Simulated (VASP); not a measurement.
# Zn (R-3m) in VASP: notebook

Zn is run at these levels: LDA; tasks: single point.

Program: VASP 6.6.1. These are calculated values, not measurements. Logs are shortened: lines on timing, memory, paths and dates and some standing lists are left out, and cuts for length are marked.

### 1 The cell of the first run

The structure is trigonal, space group R-3m (No. 166). Conventional cell: a = 4.773 Å, b = 4.773 Å, c = 1.966 Å, α = 90.00°, β = 90.00°, γ = 120.00°. Within 2.6 Å of Zn (site symmetry -3m) lie 2 Zn at 1.97 Å.

### 2 Single point, LDA

The input, INCAR:

```
  PREC = Accurate
  ENCUT = 520
  EDIFF = 1E-6
  ISMEAR = 0
  SIGMA = 0.15
  LREAL = False
  LASPH = True
  NELM = 80
  ALGO = Fast
  ISIF = 2
  LWAVE = False
  LCHARG = False
  NBANDS = 12
```

The input, KPOINTS:

```
regular mesh
0
Gamma
  22 22 22
```

The input, POSCAR:

```
Zn
1.0
   -1.8716425074      1.5032200153      1.5032200153
    1.5032200153     -1.8716425074      1.5032200153
    1.5032200153      1.5032200153     -1.8716425074
Zn
1
Direct
    0.0000000000      0.0000000000      0.0000000000
```

Potentials or basis: VASP PAW LDA potentials, release 64 (Zn).

Run with:

```bash
$ cat potpaw_LDA.64/Zn/POTCAR > POTCAR
$ mpirun -np 1 vasp_std > vasp.out
```

OUTCAR:

```text
PREC = Accurate
   ENCUT = 520
   EDIFF = 1E-6
   ISMEAR = 0
   LREAL = False
   LASPH = True
   NELM = 80
   ISIF = 2

 ion  position               nearest neighbor table
   1  0.000  0.000  0.000-

  LATTYP: Found a trigonal (rhomboedric) cell.
 ALAT       =     2.8323817723
 COS(alpha) =    -0.4197392560

  Lattice vectors:

 A1 = (  -1.8716425074,   1.5032200153,   1.5032200153)
 A2 = (   1.5032200153,  -1.8716425074,   1.5032200153)
 A3 = (   1.5032200153,   1.5032200153,  -1.8716425074)

Analysis of symmetry for initial positions (statically):
=====================================================================
 Subroutine PRICEL returns:
 Original cell was already a primitive cell.

 Routine SETGRP: Setting up the symmetry group for a
 trigonal (rhombohedral) supercell.

 Subroutine GETGRP returns: Found 12 space group operations
 (whereof 12 operations were pure point group operations)
 out of a pool of 12 trial point group operations.

The static configuration has the point symmetry D_3d.

Analysis of symmetry for dynamics (positions and initial velocities):
=====================================================================
 Subroutine PRICEL returns:
 Original cell was already a primitive cell.

 Routine SETGRP: Setting up the symmetry group for a
 trigonal (rhombohedral) supercell.

 Subroutine GETGRP returns: Found 12 space group operations
 (whereof 12 operations were pure point group operations)
 out of a pool of 12 trial point group operations.

The dynamic configuration has the point symmetry D_3d.

 Subroutine INISYM returns: Found 12 space group operations
 (whereof 12 operations are pure point group operations),
 and found     1 'primitive' translations

----------------------------------------------------------------------------------------

                                     Primitive cell

  volume of cell :      12.9250

  direct lattice vectors                    reciprocal lattice vectors
    -1.871642507  1.503220015  1.503220015     0.096199247  0.392507613  0.392507613
     1.503220015 -1.871642507  1.503220015     0.392507613  0.096199247  0.392507613
     1.503220015  1.503220015 -1.871642507     0.392507613  0.392507613  0.096199247

  length of vectors
     2.832381772  2.832381772  2.832381772     0.563363779  0.563363779  0.563363779

  position of ions in fractional coordinates (direct lattice)
     0.000000000  0.000000000  0.000000000

  ion indices of the primitive-cell ions
   primitive index   ion index
                 1           1

----------------------------------------------------------------------------------------

 KPOINTS: regular mesh

Automatic generation of k-mesh.
 Grid dimensions read from file:
 generate k-points for:   22   22   22

 Generating k-lattice:

  Cartesian coordinates                     Fractional coordinates (reciprocal lattice)
     0.004372693  0.017841255  0.017841255     0.045454545  0.000000000  0.000000000
     0.017841255  0.004372693  0.017841255     0.000000000  0.045454545  0.000000000
     0.017841255  0.017841255  0.004372693    -0.000000000 -0.000000000  0.045454545

  Length of vectors
     0.025607444  0.025607444  0.025607444

  Shift w.r.t. Gamma in fractional coordinates (k-lattice)
     0.000000000  0.000000000  0.000000000

 Subroutine IBZKPT returns following result:
 ===========================================

 Found   1024 irreducible k-points:

 Following reciprocal coordinates:
            Coordinates               Weight
  0.000000  0.000000  0.000000      1.000000
  0.045455 -0.000000 -0.000000      6.000000
  0.090909 -0.000000 -0.000000      6.000000
  0.136364 -0.000000 -0.000000      6.000000
  0.181818  0.000000  0.000000      6.000000
  0.227273 -0.000000 -0.000000      6.000000
[... 16 lines left out ...]
  0.500000  0.045455 -0.000000     12.000000
 -0.454545  0.045455  0.000000     12.000000
 [... further k-points ...]
   k-points           NKPTS =   1024   k-points in BZ     NKDIM =   1024   number of bands    NBANDS=     12
   number of dos      NEDOS =    301   number of ions     NIONS =      1
   total plane-waves  NPLWV =  13824
   dimension x,y,z NGX =    24 NGY =   24 NGZ =   24
   dimension x,y,z NGXF=    48 NGYF=   48 NGZF=   48
   ions per type =               1
   NGX,Y,Z   is equivalent  to a cutoff of  14.09, 14.09, 14.09 a.u.
   NGXF,Y,Z  is equivalent  to a cutoff of  28.17, 28.17, 28.17 a.u.
 SYSTEM =  unknown system
   PREC   = accura    normal or accurate (medium, high low for compatibility)
   ISTART =      0    job   : 0-new  1-cont  2-samecut
   ICHARG =      2    charge: 1-file 2-atom 10-const
   ISPIN  =      1    spin polarized calculation?
   LNONCOLLINEAR =      F non collinear calculations
   LSORBIT =      F    spin-orbit coupling
   LASPH  =      T    aspherical Exc in radial PAW
   ENCUT  =  520.0 eV  38.22 Ry    6.18 a.u.   5.27  5.27  5.27*2*pi/ulx,y,z
   NELM   =     80;   NELMIN=  2; NELMDL= -5     # of ELM steps
   EDIFF  = 0.1E-05   stopping-criterion for ELM
   LREAL  =      F    real-space projection
   EDIFFG = 0.1E-04   stopping-criterion for IOM
   NSW    =      0    number of steps for IOM
   IBRION =     -1    ionic relax: 0-MD 1-quasi-New 2-CG
   NFREE  =      0    steps in history (QN), initial steepest desc. (CG)
   ISIF   =      2    stress and relaxation
   ISYM   =      2    0-nonsym 1-usesym 2-fastsym
   POTIM  = 0.5000    time-step for ionic-motion
   TEBEG  =    0.0;   TEEND  =   0.0 temperature during run
   PSTRESS=    0.0 pullay stress
   NELECT =      12.0000    total number of electrons
   NUPDOWN=      -1.0000    fix difference up-down
   EMIN   =  10.00;   EMAX   =-10.00  energy-range for DOS
   EFERMI =   0.00;   METHOD = LEGACY
   ISMEAR =     0;   SIGMA  =   0.15  broadening in eV -4-tet -1-fermi 0-gaus
   EFERMI_NEDOS =   21; number of points for ismear=-14 and -15
   IALGO  =     68    algorithm
   IMIX   =      4    mixing-type and parameters
     AMIX     =   0.40;   BMIX     =  1.00
     AMIX_MAG =   1.60;   BMIX_MAG =  1.00
  volume/ion in A,a.u.               =      12.92        87.22
  Fermi-wavevector in a.u.,A,eV,Ry     =   1.597074  3.018032 34.703641  2.550646
  Thomas-Fermi vector in A             =   2.694737
   LORBIT       =      0    0 simple, 1 ext, 2 COOP (PROOUT), +10 PAW based schemes
   GGA     = CA    functional components
   LHFCALC =     F    Hartree Fock is set to
   AEXX    =    0.0000 exact exchange contribution
   IVDW    =     0    specifies the selected vdW correction
   LEPSILON=     F    determine dielectric tensor
   LRPA    =     F    only Hartree local field effects (RPA)
 non-spin polarized calculation
 RMM-DIIS sequential band-by-band and
 Gauss-broadening in eV      SIGMA  =   0.15
  energy-cutoff  :      520.00
  volume of cell :       12.92
 maximum number of plane-waves:       363
 NGX is ok and might be reduce to    24

 number of electron      12.0000006 magnetization

 Free energy of the ion-electron system (eV)
  ---------------------------------------------------
  ext. energy  EPLUGINS =         0.00000000
  ---------------------------------------------------
  free energy    TOTEN  =        -0.63597647 eV

  energy without entropy =       -0.63217524  energy(sigma->0) =       -0.63407585

 E-fermi :   3.8704     XC(G=0): -12.6653

 val. band max:        3.8697819654   @ k =  -0.1364  -0.4545   0.0909
 cond. band min:       3.8829501522   @ k =   0.5000   0.4545   0.2727
 fundamental gap:      0.0131681868
 Fermi energy:         3.8703585678

 k-point     1 :       0.0000    0.0000    0.0000
  band No.  band energies     occupation
      1      -7.9140      2.00000
      2      -6.0790      2.00000
      3      -4.3686      2.00000
      4      -4.3686      2.00000
      5      -3.0534      2.00000
      6      -3.0534      2.00000
      7      17.0453      0.00000
      8      17.0453      0.00000
      9      20.6554      0.00000
     10      21.9933      0.00000
     11      21.9933      0.00000
     12      25.3372      0.00000

 k-point     2 :       0.0455   -0.0000   -0.0000
  band No.  band energies     occupation
      1      -7.7979      2.00000
      2      -6.0272      2.00000
      3      -4.3617      2.00000
      4      -4.3526      2.00000
      5      -3.1073      2.00000
      6      -3.1037      2.00000
      7      16.9683      0.00000
      8      17.0705      0.00000
      9      20.3685      0.00000
     10      22.1729      0.00000
     11      22.5783      0.00000
     12      25.4263      0.00000

 k-point     3 :       0.0909   -0.0000   -0.0000
  band No.  band energies     occupation
      1      -7.4516      2.00000
      2      -5.8755      2.00000
      3      -4.3417      2.00000
      4      -4.3055      2.00000
      5      -3.2605      2.00000
      6      -3.2478      2.00000
      7      16.7787      0.00000
      8      17.1040      0.00000
      9      20.1183      0.00000
     10      22.6345      0.00000
     11      23.7593      0.00000
     12      25.6926      0.00000

 k-point     4 :       0.1364   -0.0000   -0.0000
  band No.  band energies     occupation
      1      -6.8834      2.00000
      2      -5.6362      2.00000
      3      -4.3121      2.00000
      4      -4.2306      2.00000
      5      -3.4874      2.00000
      6      -3.4668      2.00000
      7      16.5523      0.00000
      8      17.0715      0.00000
      9      20.2692      0.00000
     10      23.2010      0.00000
     11      25.2302      0.00000
     12      26.0507      0.00000

 k-point     5 :       0.1818    0.0000    0.0000
  band No.  band energies     occupation
      1      -6.1135      2.00000
      2      -5.3353      2.00000
      3      -4.2838      2.00000
      4      -4.1340      2.00000
      5      -3.7356      2.00000
      6      -3.7277      2.00000
      7      16.3421      0.00000
      8      16.9798      0.00000
      9      20.8488      0.00000
     10      23.6189      0.00000
     11      25.5674      0.00000
     12      26.9301      0.00000
[... 228 lines left out ...]
      1      -5.6725      2.00000
      2      -5.2769      2.00000
      3      -3.8707      2.00000
      4      -3.6862      2.00000
      5      -2.9841      2.00000
      6       2.2669      2.00000
      7       9.6002      0.00000
      8      16.1942      0.00000
      9      18.2882      0.00000
     10      21.1303      0.00000
     11      22.6607      0.00000
     12      28.5070      0.00000

 k-point    22 :       0.4545    0.0455   -0.0000
  band No.  band energies     occupation
      1      -5.7330      2.00000
      2      -5.3178      2.00000
      3      -3.8645      2.00000
      4      -3.6618      2.00000
      5      -2.8850      2.00000
      6       3.4573      1.99990
      7       8.1444      0.00000
      8      15.7247      0.00000
      9      17.7811      0.00000
     10      21.3454      0.00000
     11      22.8940      0.00000
     12      29.7171      0.00000

 k-point    23 :       0.5000    0.0455   -0.0000
  band No.  band energies     occupation
      1      -5.7108      2.00000
      2      -5.2806      2.00000
      3      -3.8793      2.00000
      4      -3.6708      2.00000
      5      -2.9268      2.00000
      6       3.0224      2.00000
      7       8.6508      0.00000
      8      15.2939      0.00000
      9      17.1981      0.00000
     10      21.9936      0.00000
     11      23.3905      0.00000
     12      29.2878      0.00000

 k-point    24 :      -0.4545    0.0455    0.0000
  band No.  band energies     occupation
      1      -5.6091      2.00000
      2      -5.1679      2.00000
      3      -3.9130      2.00000
      4      -3.7143      2.00000
      5      -3.1046      2.00000
      6       1.4999      2.00000
      7      10.5795      0.00000
      8      14.9574      0.00000
      9      16.6806      0.00000
     10      22.9244      0.00000
     11      24.0687      0.00000
     12      27.8294      0.00000

 [... further k-points ...]

------------------------ aborting loop because EDIFF is reached ----------------------------------------

  FORCE on cell =-STRESS in cart. coord.  units (eV):
  Direction    XX          YY          ZZ          XY          YZ          ZX
  --------------------------------------------------------------------------------------
  -------------------------------------------------------------------------------------
  Total        4.0756180      4.0756180      4.0756180      4.1812442      4.1812442      4.1812442
  in kB      505.2118171    505.2118171    505.2118171    518.3051922    518.3051922    518.3051922
  external PRESSURE =     505.2118171 kB  Pullay stress =       0.0000000 kB

 VOLUME and BASIS-vectors are now :
 -----------------------------------------------------------------------------
  energy-cutoff  :      520.00
  volume of cell :       12.92
      direct lattice vectors                 reciprocal lattice vectors
    -1.871642507  1.503220015  1.503220015     0.096199247  0.392507613  0.392507613
     1.503220015 -1.871642507  1.503220015     0.392507613  0.096199247  0.392507613
     1.503220015  1.503220015 -1.871642507     0.392507613  0.392507613  0.096199247

 POSITION                                       TOTAL-FORCE (eV/Angst)
 -----------------------------------------------------------------------------------
      0.00000      0.00000      0.00000        -0.000000      0.000000     -0.000000
 -----------------------------------------------------------------------------------
    total drift:                               -0.000000      0.000000     -0.000000

  FREE ENERGIE OF THE ION-ELECTRON SYSTEM (eV)
  ---------------------------------------------------
  free  energy   TOTEN  =        -0.6359764651 eV

  energy  without entropy=       -0.6321752401  energy(sigma->0) =       -0.63407585
```

Wall time 1.9 min (1 thread of Intel Xeon 6975P-C (Granite Rapids), shared host); peak memory 0.26 GiB.

What came out:

```
Free energy            : -0.6360 eV
Pressure               : 50.5 GPa
Band gap on the k mesh : zero (band 6 reaches 7.86 eV, above the bottom of band 7 at 0.80 eV)
```

### 3 Single point, LDA

This run uses another cell than the first one, of the same volume but with other edges.

The input, INCAR:

```
PREC = Accurate
ENCUT = 520
EDIFF = 1E-7
ISMEAR = 0
SIGMA = 0.15
LREAL = F
LASPH = T
NELM = 80
ALGO = Fast
ISIF = 2
LWAVE = F
LCHARG = F
NBANDS = 12
```

KPOINTS is that of step 2.

The input, POSCAR:

```
Zn
1.0
   -1.2826024159      1.4850069114      1.4850069114
    1.4850069114     -1.2826024159      1.4850069114
    1.4850069114      1.4850069114     -1.2826024159
Zn
1
Direct
    0.0000000000      0.0000000000      0.0000000000
```

Potentials or basis: VASP PAW LDA potentials, release 64 (Zn).

Run with:

```bash
$ cat potpaw_LDA.64/Zn/POTCAR > POTCAR
$ mpirun -np 1 vasp_std > vasp.out
```

Run time: 93 s. Hardware: 1 thread of Intel Xeon 6975P-C (Granite Rapids), shared host; peak memory 0.25 GiB.

It converged, with:

- Free energy: -1.7104 eV
- Pressure: 11.7 GPa
- Band gap on the k mesh: zero (band 6 reaches 8.50 eV, above the bottom of band 7 at 2.37 eV)

Stress tensor (GPa, compression positive):
```
11.71 -4.25 -4.25
-4.25 11.71 -4.25
-4.25 -4.25 11.71
```

Levels at points of the mesh, in eV from the Fermi level:
```
           k point  band 3  band 4  band 5  band 6  band 7  band 8  band 9  band 10
(0.00, 0.00, 0.00)   -8.71   -7.84   -7.54   -7.54   18.16   18.62   18.62    21.52
(0.50, 0.00, 0.00)   -7.56   -7.55   -7.35   -3.94   -1.78   14.71   15.33    18.39
(0.50, 0.50, 0.00)   -7.72   -7.65   -7.04   -2.34    1.05    8.26   13.23    17.27
(0.50, 0.50, 0.50)   -7.75   -7.08   -7.08    4.36    4.36    5.88    9.80     9.80
```

### 4 Single point, LDA

This run uses another cell than the first one, of the same volume but with other edges.

The input, INCAR:

```
SYSTEM = Zn
PREC = Accurate
ENCUT = 520
EDIFF = 1E-7
ISMEAR = 0
SIGMA = 0.15
LREAL = .False.
LASPH = .True.
NELM = 60
ALGO = Fast
ISIF = 2
LWAVE = .False.
LCHARG = .False.
GGA = CA
NBANDS = 12
```

The input, KPOINTS:

```
regular mesh
0
Gamma
  22 22 22
  0 0 0
```

The input, POSCAR:

```
Zn
1.0
   -0.8837500008      1.5410259296      1.5410259296
    1.5410259296     -0.8837500008      1.5410259296
    1.5410259296      1.5410259296     -0.8837500008
Zn
1
Direct
    0.0000000000      0.0000000000      0.0000000000
```

Run with:

```bash
$ cat potpaw_LDA.64/Zn/POTCAR > POTCAR
$ mpirun -np 1 vasp_std > vasp.out
```

Wall time 92 s (1 thread of Intel Xeon 6975P-C (Granite Rapids), shared host); peak memory 0.25 GiB.

The run converged. Its results:

| Property | Result |
| --- | --- |
| Free energy | -1.3821 eV |
| Pressure | 27.1 GPa |
| Band gap on the k mesh | zero (band 6 reaches 10.08 eV, above the bottom of band 7 at 1.39 eV) |

Stress tensor (GPa, compression positive):
```
27.09 -2.62 -2.62
-2.62 27.09 -2.62
-2.62 -2.62 27.09
```

Levels at points of the mesh, in eV from the Fermi level:
| k point | band 3 | band 4 | band 5 | band 6 | band 7 | band 8 | band 9 | band 10 |
| --- | --- | --- | --- | --- | --- | --- | --- | --- |
| (0.00, 0.00, 0.00) | -9.31 | -7.28 | -7.23 | -7.23 | 15.24 | 15.35 | 15.35 | 18.67 |
| (0.50, 0.00, 0.00) | -7.84 | -7.82 | -7.19 | -4.33 | -2.56 | 20.32 | 20.49 | 23.35 |
| (0.50, 0.50, 0.00) | -7.77 | -7.69 | -6.78 | 0.42 | 2.19 | 4.48 | 7.48 | 26.36 |
| (0.50, 0.50, 0.50) | -8.74 | -6.75 | -6.75 | 6.12 | 6.12 | 8.12 | 11.94 | 11.94 |

(Continued in part 2 of 2.)
